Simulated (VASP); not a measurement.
# InSb (I4/mmm) in VASP: a series of runs, part 2 of 2

VASP 6.6.1. Earlier steps stand in the parts before.

### Step 5. Single point, PBEsol (28.24 Å³/atom)

INCAR

```
SYSTEM = InSb
PREC = Accurate
ENCUT = 520
EDIFF = 1E-6
ISMEAR = 0
SIGMA = 0.15
LREAL = .False.
LASPH = .True.
NELM = 60
ALGO = Normal
ISIF = 2
LWAVE = .False.
LCHARG = .True.
GGA = PS
LELF = .True.
LVHAR = .True.
NBANDS = 16
```

KPOINTS

```
regular mesh
0
Gamma
  14 14 14
  0 0 0
```

POSCAR

```
InSb
1.0
    0.0000000000      2.8659654602      3.4380121661
    2.8659654602      0.0000000000      3.4380121661
    2.8659654602      2.8659654602      0.0000000000
In Sb
1 1
Direct
    0.0000000000      0.0000000000      0.0000000000
    0.5000000000      0.5000000000      0.5000000000
```

Launch:

```bash
cat potpaw_PBE.64/In_d/POTCAR potpaw_PBE.64/Sb/POTCAR > POTCAR
mpirun -np 1 vasp_std > vasp.out
```

It took 79 s on 1 thread of Intel Xeon 6975P-C (Granite Rapids), shared host; peak memory 0.37 GiB.

It converged, with:

```yaml
Free_energy: -7.2641 eV
Pressure: 2.0 GPa
Band_gap_on_the_k_mesh: zero (bands 9 and 10 overlap by 2.71 eV)
```

Stress tensor (GPa, compression positive):
```
 6.05  0.00  0.00
 0.00  6.05  0.00
 0.00  0.00 -6.07
```

Levels at points of the mesh, in eV from the Fermi level:
| k point | band 7 | band 8 | band 9 | band 10 | band 11 | band 12 |
| --- | --- | --- | --- | --- | --- | --- |
| (0.00, 0.00, 0.00) | -0.62 | -0.62 | -0.10 | 0.70 | 3.67 | 5.57 |
| (0.50, 0.00, 0.00) | -6.71 | -0.30 | 0.88 | 1.21 | 3.05 | 3.12 |
| (0.50, 0.50, 0.00) | -4.50 | -1.94 | -1.76 | -1.76 | 3.68 | 8.71 |
| (0.50, 0.00, 0.50) | -4.69 | -3.77 | -3.39 | -1.40 | 3.08 | 5.73 |

Caveat: the PAW data sets were made with another functional, which shifts forces and pressure a little; spin-orbit coupling is left out, which moves the levels of the heavy elements.

### Step 6. Single point, PBEsol (28.24 Å³/atom)

INCAR

```
ALGO = Normal
EDIFF = 1E-6
ENCUT = 520
GGA = PS
ISIF = 2
ISMEAR = 0
LASPH = T
LCHARG = T
LELF = T
LREAL = F
LVHAR = T
LWAVE = F
NBANDS = 16
NELM = 100
PREC = Accurate
SIGMA = 0.15
```

KPOINTS

```
k-points
0
Gamma
  14 14 14
```

POSCAR

```
InSb
1.0
    0.0000000000      3.1709365814      2.8084985302
    3.1709365814      0.0000000000      2.8084985302
    3.1709365814      3.1709365814      0.0000000000
In Sb
1 1
Direct
    0.0000000000      0.0000000000      0.0000000000
    0.5000000000      0.5000000000      0.5000000000
```

Potentials or basis: VASP PAW PBE potentials, release 64 (In_d, Sb).

Launch:

```bash
cat potpaw_PBE.64/In_d/POTCAR potpaw_PBE.64/Sb/POTCAR > POTCAR
mpirun -np 1 vasp_std > vasp.out
```

OUTCAR:

```text
EDIFF = 1E-6
   ENCUT = 520
   GGA = PS
   ISIF = 2
   ISMEAR = 0
   LASPH = T
   LREAL = F
   NELM = 100
   PREC = Accurate

 ion  position               nearest neighbor table
   1  0.000  0.000  0.000-   2 2.81   2 2.81   2 3.17   2 3.17   2 3.17   2 3.17
   2  0.500  0.500  0.500-   1 2.81   1 2.81   1 3.17   1 3.17   1 3.17   1 3.17

  LATTYP: Found a body centered tetragonal cell.
 ALAT       =     4.4843815188
 C/A-ratio  =     1.2525689522

  Lattice vectors:

 A1 = (   0.0000000000,  -3.1709365814,  -2.8084985302)
 A2 = (   0.0000000000,   3.1709365814,  -2.8084985302)
 A3 = (   3.1709365814,   0.0000000000,   2.8084985302)

Analysis of symmetry for initial positions (statically):
=====================================================================
 Subroutine PRICEL returns:
 Original cell was already a primitive cell.

 Routine SETGRP: Setting up the symmetry group for a
 body centered tetragonal supercell.

 Subroutine GETGRP returns: Found 16 space group operations
 (whereof 16 operations were pure point group operations)
 out of a pool of 16 trial point group operations.

The static configuration has the point symmetry D_4h.

Analysis of symmetry for dynamics (positions and initial velocities):
=====================================================================
 Subroutine PRICEL returns:
 Original cell was already a primitive cell.

 Routine SETGRP: Setting up the symmetry group for a
 body centered tetragonal supercell.

 Subroutine GETGRP returns: Found 16 space group operations
 (whereof 16 operations were pure point group operations)
 out of a pool of 16 trial point group operations.

The dynamic configuration has the point symmetry D_4h.

 Subroutine INISYM returns: Found 16 space group operations
 (whereof 16 operations are pure point group operations),
 and found     1 'primitive' translations

----------------------------------------------------------------------------------------
[... 112 lines left out ...]
     AMIX     =   0.40;   BMIX     =  1.00
     AMIX_MAG =   1.60;   BMIX_MAG =  1.00
  volume/ion in A,a.u.               =      28.24       190.57
  Fermi-wavevector in a.u.,A,eV,Ry     =   1.118251  2.113188 17.013880  1.250485
  Thomas-Fermi vector in A             =   2.254880
   LORBIT       =      0    0 simple, 1 ext, 2 COOP (PROOUT), +10 PAW based schemes
   GGA     = PS    functional components
   LHFCALC =     F    Hartree Fock is set to
   AEXX    =    0.0000 exact exchange contribution
   IVDW    =     0    specifies the selected vdW correction
   LEPSILON=     F    determine dielectric tensor
   LRPA    =     F    only Hartree local field effects (RPA)
 non-spin polarized calculation
 Gauss-broadening in eV      SIGMA  =   0.15
  energy-cutoff  :      520.00
  volume of cell :       56.48
 maximum number of plane-waves:      1548
   NGX = 15   NGY = 15   NGZ = 17

 number of electron      17.9999999 magnetization

 Free energy of the ion-electron system (eV)
  ---------------------------------------------------
  ext. energy  EPLUGINS =         0.00000000
  ---------------------------------------------------
  free energy    TOTEN  =        -7.35736657 eV

  energy without entropy =       -7.34132668  energy(sigma->0) =       -7.34934663

 E-fermi :   6.7461     XC(G=0):  -9.9627

 val. band max:        6.7439476053   @ k =  -0.0714   0.2857   0.2143
 cond. band min:       6.7461817413   @ k =   0.1429   0.0000   0.1429
 fundamental gap:      0.0022341360
 Fermi energy:         6.7461080638

 k-point     1 :       0.0000    0.0000    0.0000
  band No.  band energies     occupation
      1      -7.7320      2.00000
      2      -7.6446      2.00000
      3      -7.6446      2.00000
      4      -7.6324      2.00000
      5      -7.5921      2.00000
      6      -4.3807      2.00000
[... 433 lines left out ...]
      3      -7.6298      2.00000
      4      -7.6102      2.00000
      5      -7.5992      2.00000
      6      -3.4990      2.00000
[... 8 lines left out ...]
     15      15.7809      0.00000
     16      15.8805      0.00000

 [... further k-points ...]

------------------------ aborting loop because EDIFF is reached ----------------------------------------

  FORCE on cell =-STRESS in cart. coord.  units (eV):
  Direction    XX          YY          ZZ          XY          YZ          ZX
  --------------------------------------------------------------------------------------
  -------------------------------------------------------------------------------------
  Total       -1.4272902     -1.4272902      3.3570312      0.0000000     -0.0000000      0.0000000
  in kB      -40.4896077    -40.4896077     95.2328210      0.0000000     -0.0000000      0.0000000
  external PRESSURE =       4.7512019 kB  Pullay stress =       0.0000000 kB

 VOLUME and BASIS-vectors are now :
 -----------------------------------------------------------------------------
  energy-cutoff  :      520.00
  volume of cell :       56.48
      direct lattice vectors                 reciprocal lattice vectors
     0.000000000  3.170936581  2.808498530    -0.157682119  0.157682119  0.178031071
     3.170936581  0.000000000  2.808498530     0.157682119 -0.157682119  0.178031071
     3.170936581  3.170936581  0.000000000     0.157682119  0.157682119 -0.178031071

 POSITION                                       TOTAL-FORCE (eV/Angst)
 -----------------------------------------------------------------------------------
      0.00000      0.00000      0.00000         0.000000      0.000000      0.000000
      3.17094      3.17094      2.80850         0.000000      0.000000     -0.000000
 -----------------------------------------------------------------------------------
    total drift:                                0.000000     -0.000000     -0.000000

  FREE ENERGIE OF THE ION-ELECTRON SYSTEM (eV)
  ---------------------------------------------------
  free  energy   TOTEN  =        -7.3573665676 eV

  energy  without entropy=       -7.3413266829  energy(sigma->0) =       -7.34934663
```

OSZICAR:

```text
N       E                     dE             d eps       ncg     rms          rms(c)
DAV:   1     0.110228226590E+03    0.11023E+03   -0.79555E+03  7824   0.117E+03
DAV:   2    -0.714087490107E+00   -0.11094E+03   -0.10744E+03  8880   0.291E+02
DAV:   3    -0.726742982102E+01   -0.65533E+01   -0.64844E+01 10024   0.703E+01
DAV:   4    -0.743628693668E+01   -0.16886E+00   -0.16881E+00 10056   0.122E+01
DAV:   5    -0.744420278105E+01   -0.79158E-02   -0.79157E-02 11456   0.220E+00    0.350E+00
DAV:   6    -0.736641935020E+01    0.77783E-01   -0.14117E-01 10432   0.663E+00    0.191E+00
DAV:   7    -0.735827656802E+01    0.81428E-02   -0.31399E-02 11704   0.221E+00    0.571E-01
DAV:   8    -0.735736142561E+01    0.91514E-03   -0.27984E-03 10080   0.660E-01    0.173E-01
DAV:   9    -0.735737080027E+01   -0.93747E-05   -0.21138E-04 11056   0.142E-01    0.648E-02
DAV:  10    -0.735736627528E+01    0.45250E-05   -0.13842E-05 10792   0.316E-02    0.334E-02
DAV:  11    -0.735736656765E+01   -0.29236E-06   -0.31905E-06 10544   0.224E-02
   1 F= -.73573666E+01 E0= -.73493466E+01  d E =-.160399E-01
```

stdout:

```text
POSCAR found type information on POSCAR InSb
 POSCAR found :  2 types and       2 ions
 scaLAPACK will be used
 -----------------------------------------------------------------------------
|                                                                             |
|                                                                             |
|     You enforced a specific xc type in the INCAR file but a different       |
|     I HOPE YOU KNOW WHAT YOU ARE DOING!                                     |
|                                                                             |
 -----------------------------------------------------------------------------

 LDA part: xc-table for (Slater+PW92), standard interpolation
 POSCAR, INCAR and KPOINTS ok, starting setup
 FFT: planning ... GRIDC
 FFT: planning ... GRID_SOFT
 FFT: planning ... GRID
 WAVECAR not read
 entering main loop
```

It took 65 s on 1 thread of Intel Xeon 6975P-C (Granite Rapids), shared host; peak memory 0.36 GiB.

What came out:

```
Free energy            : -7.3574 eV
Pressure               : 0.5 GPa
Band gap on the k mesh : zero (bands 9 and 10 overlap by 3.09 eV)
```

Caveat: the PAW data sets were made with another functional, which shifts forces and pressure a little; spin-orbit coupling is left out, which moves the levels of the heavy elements.

### Step 7. Single point, PBEsol (28.24 Å³/atom)

INCAR

```
PREC = Accurate ; ENCUT = 520
EDIFF = 1E-6 ; ISMEAR = 0
SIGMA = 0.15 ; LREAL = False
LASPH = True ; NELM = 100
ALGO = Normal ; ISIF = 2
LWAVE = False ; LCHARG = False
GGA = PS ; NBANDS = 16
```

KPOINTS

```
regular mesh
0
Gamma
  14 14 14
```

POSCAR

```
InSb
1.0
    0.0000000000      2.9245011097      3.3017617529
    2.9245011097      0.0000000000      3.3017617529
    2.9245011097      2.9245011097      0.0000000000
In Sb
1 1
Direct
    0.0000000000      0.0000000000      0.0000000000
    0.5000000000      0.5000000000      0.5000000000
```

Launch:

```bash
cat potpaw_PBE.64/In_d/POTCAR potpaw_PBE.64/Sb/POTCAR > POTCAR
mpirun -np 1 vasp_std > vasp.out
```

Run time: 66 s. Hardware: 1 thread of Intel Xeon 6975P-C (Granite Rapids), shared host; peak memory 0.37 GiB.

The run converged. Its results:

| Property | Result |
| --- | --- |
| Free energy | -7.4085 eV |
| Pressure | 0.1 GPa |
| Band gap on the k mesh | zero (bands 9 and 10 overlap by 2.72 eV) |

Stress tensor (GPa, compression positive):
```
 2.87  0.00  0.00
 0.00  2.87  0.00
 0.00  0.00 -5.31
```

Levels at points of the mesh, in eV from the Fermi level:
```csv
k point,band 7,band 8,band 9,band 10,band 11,band 12
"(0.00, 0.00, 0.00)",-0.45,-0.45,-0.25,0.64,4.17,5.73
"(0.50, 0.00, 0.00)",-6.61,-0.09,0.69,1.50,2.83,2.84
"(0.50, 0.50, 0.00)",-4.52,-2.46,-1.89,-1.89,3.49,8.77
"(0.50, 0.00, 0.50)",-4.62,-3.67,-3.01,-1.67,3.06,6.49
```

Caveat: the PAW data sets were made with another functional, which shifts forces and pressure a little; spin-orbit coupling is left out, which moves the levels of the heavy elements.

### Step 8. Summary

| cell | gap on the mesh (eV) | pressure (GPa) |
| --- | --- | --- |
| a = 4.267, b = 4.267, c = 4.395 Å, angles 59.0, 59.0, 62.0°, 2 atoms | none | -1.0 |
| a = 4.354, b = 4.354, c = 4.220 Å, angles 61.0, 61.0, 58.0°, 2 atoms | none | -1.0 |
| a = 4.212, b = 4.212, c = 4.576 Å, angles 57.1, 57.1, 65.8°, 2 atoms | none | 2.9 |
| a = 4.476, b = 4.476, c = 4.053 Å, angles 63.1, 63.1, 53.8°, 2 atoms | none | 2.0 |
| a = 4.236, b = 4.236, c = 4.484 Å, angles 58.0, 58.0, 63.9°, 2 atoms | none | 0.5 |
| a = 4.411, b = 4.411, c = 4.136 Å, angles 62.0, 62.0, 55.9°, 2 atoms | none | 0.1 |

Alike in all rows: task single point; level PBEsol; potentials or basis VASP PAW PBE potentials, release 64 (In_d, Sb); no spin polarisation; k mesh 14 × 14 × 14; cutoff (eV) 520; smearing gaussian 0.15 eV.

Caveats: the PAW data sets were made with another functional, which shifts forces and pressure a little; spin-orbit coupling is left out, which moves the levels of the heavy elements.

Total energies depend on the potentials used, so only differences within one code and one set of settings carry meaning.
